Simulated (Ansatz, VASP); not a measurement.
# One calculation of BC5, two programs

File INCAR:

```
PREC     = Accurate       # precision mode
ENCUT    = 910            # plane-wave cutoff, eV
EDIFF    = 1E-6           # SCF threshold, eV
ISMEAR   = 0              # smearing method
SIGMA    = 0.1            # smearing width, eV
LREAL    = False          # projectors in reciprocal space
LASPH    = True           # aspherical terms in the spheres
NELM     = 120            # most SCF steps
ALGO     = Normal         # electronic algorithm
ISIF     = 2              # what is computed and relaxed
LWAVE    = False          # write WAVECAR
LCHARG   = False          # write CHGCAR
GGA      = PE             # functional
NBANDS   = 20             # bands
GGA_COMPAT= False
```

Contents of KPOINTS:

```
regular mesh
0
Gamma
  12 12 12
```

File POSCAR:

```
BC5
1.0
    0.0000000000      2.9333780489      2.9333780489
    2.9333780489      0.0000000000      2.9333780489
    2.9333780489      2.9333780489      0.0000000000
B C
1 5
Direct
    0.7500000000      0.7500000000      0.7500000000
    0.5000000000      0.5000000000      0.5000000000
    0.1552570947      0.5342287159      0.1552570947
    0.1552570947      0.1552570947      0.1552570947
    0.5342287159      0.1552570947      0.1552570947
    0.1552570947      0.1552570947      0.5342287159
```

Input for Ansatz:

```yaml
crystal:
  lattice:
    - [0.0, 2.9333780489, 2.9333780489]
    - [2.9333780489, 0.0, 2.9333780489]
    - [2.9333780489, 2.9333780489, 0.0]
  atoms:
    - { symbol: B, position: [0.75, 0.75, 0.75] }
    - { symbol: C, position: [0.5, 0.5, 0.5] }
    - { symbol: C, position: [0.1552570947, 0.5342287159, 0.1552570947] }
    - { symbol: C, position: [0.1552570947, 0.1552570947, 0.1552570947] }
    - { symbol: C, position: [0.5342287159, 0.1552570947, 0.1552570947] }
    - { symbol: C, position: [0.1552570947, 0.1552570947, 0.5342287159] }
basis:
  ecutwfc: 420
kpoints:
  mp_grid: { grid: [12, 12, 12] }
  band_path:
    path:
      - [[0.0, 0.0, 0.0], [-0.5, -0.5, 0.0], [-0.375, -0.375, 0.25]]
      - [[-0.375, 0.0, 0.375], [0.0, 0.0, 0.0], [0.0, 0.0, 0.5], [-0.5, -0.25, 0.25], [-0.5, -0.5, 0.0]]
    npoints: 14
hamiltonian:
  xc: pbe
scf:
  occupations: { method: gaussian, width: 0.1 }
  n_extra_bands: 15
output:
  forces: true
  stress: true
  eigenvalues: true
  populations: true
  dos: { projected: true, de: 0.02, nscf_kmesh: { grid: [15, 15, 15] } }
  bader: true
  write_density: true
  write_potential: true
  elf: true
  volumetric_format: npy
```

Alike in both runs: task single point; functional PBE; k mesh 12 × 12 × 12; occupations gaussian, width 0.1 eV; no spin polarisation.

|  | VASP | Ansatz |
| --- | --- | --- |
| version | VASP 6.6.1 | Ansatz 0.2.0 |
| potentials or method | VASP PAW PBE potentials, release 64 (B_h, C_h), cutoff 910 eV | scalar-relativistic, plane waves, PAW |
| valence electrons in the cell | 23 | 23 |

|  | VASP | Ansatz | Ansatz less VASP |
| --- | --- | --- | --- |
| gap on the k mesh at the Fermi level (eV) | none | none | - |
| rms of the force components (eV/Å) | 0.009 | 0.000 | -0.0087 |

Atom by atom the forces differ by 0.009 eV/Å (rms over components). A gap of «none» marks a metal or a gap that the smearing closes.

Noted on VASP's run: the cutoff is short for stress, so the pressure is rough.
